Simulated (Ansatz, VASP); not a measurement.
BaTiO3 in VASP and in Ansatz

```
CELL_PARAMETERS angstrom
4.00600 -0.02003 -0.02003
-0.02003 4.00600 -0.02003
-0.02003 -0.02003 4.00600
ATOMIC_POSITIONS crystal
Ba 0.50000 0.50000 0.50000
Ti 0.00000 0.00000 0.00000
O 0.50000 0.00000 0.00000
O 0.00000 0.50000 0.00000
O 0.00000 0.00000 0.50000
```

Alike in both runs: task single point; functional PBEsol; k mesh 6 × 6 × 6; occupations gaussian, width 0.05 eV; no spin polarisation.

|  | VASP | Ansatz |
| --- | --- | --- |
| version | VASP 6.6.1 | Ansatz 0.2.0 |
| potentials or method | VASP PAW PBE potentials, release 64 (Ba_sv, Ti_sv, O), cutoff 520 eV | plane waves, PAW |
| valence electrons in the cell | 40 | 40 |

VASP gave:

```
pressure (GPa)                                                : -2.8
traceless stress, the component that is largest in VASP (GPa) : 1.24
```

Estimate Ansatz's values.

pressure (GPa): -4.6; traceless stress, the component that is largest in VASP (GPa): 1.20.

VASP's potentials were made for PBE, not for PBEsol. The functional is the same, so the differences come from potentials, cutoffs and numerics.

Spin-orbit coupling is off throughout.
